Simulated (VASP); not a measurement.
Set up this calculation in VASP 6.6.1, as the native input.

| Property | Result |
| --- | --- |
| Task | single point |
| Functional | LDA |
| Potentials or basis | VASP PAW LDA potentials, release 64 (Ti_sv, C) |
| Cutoff | 520 eV |
| k mesh | 8 × 8 × 2 |
| Occupations | fermi-dirac, width 0.3 eV |
| Spin | no spin polarisation |
| Dipole correction | no |
| Further INCAR settings | ALGO = Normal; EDIFF = 1e-06; NBANDS = 55 |

The structure of Ti3C2 lies in POSCAR:

```
Ti3C2
1.0
    3.0262666599     -0.0000002849      0.0000000000
   -1.5131330832      2.6208239485      0.0000000000
    0.0000000000      0.0000000000     14.8599236768
Ti C
6 4
Direct
    0.3333333333      0.6666666667      0.8430000216
    0.6666666667      0.3333333333      0.3430000216
    0.6666666667      0.3333333333      0.1569999784
    0.3333333333      0.6666666667      0.6569999784
    0.0000000000      0.0000000000      0.0000000000
    0.0000000000      0.0000000000      0.5000000000
    0.6666666667      0.3333333333      0.9140069030
    0.3333333333      0.6666666667      0.4140069030
    0.6666666667      0.3333333333      0.5859930970
    0.3333333333      0.6666666667      0.0859930970
```

These files were run (other wordings do the same):

INCAR

```
PREC     = Accurate       # precision mode
ENCUT    = 520            # plane-wave cutoff, eV
EDIFF    = 1E-6           # SCF threshold, eV
ISMEAR   = -1             # smearing method
SIGMA    = 0.3            # smearing width, eV
LREAL    = False          # projectors in reciprocal space
LASPH    = True           # aspherical terms in the spheres
NELM     = 80             # most SCF steps
ALGO     = Normal         # electronic algorithm
ISIF     = 2              # what is computed and relaxed
LWAVE    = False          # write WAVECAR
LCHARG   = False          # write CHGCAR
NBANDS   = 55             # bands
```

KPOINTS

```
Automatic mesh
0
Gamma
  8 8 2
```

Potentials or basis: VASP PAW LDA potentials, release 64 (Ti_sv, C).

Command:

```sh
$ cat potpaw_LDA.64/Ti_sv/POTCAR potpaw_LDA.64/C/POTCAR > POTCAR
$ mpirun -np 1 vasp_std > vasp.out
```

Results of the run:

- Pressure: 0.3 GPa
- Largest force: 0.023 eV/Å
- Band gap on the k mesh: zero (bands 44 and 45 overlap by 0.34 eV)

Caveat: so wide a smearing shifts energies and pressures.

Run time: 90 s on 1 thread of Intel(R) Xeon(R) 6975P-C (Granite Rapids), on a shared host, peak memory 0.24 GiB.
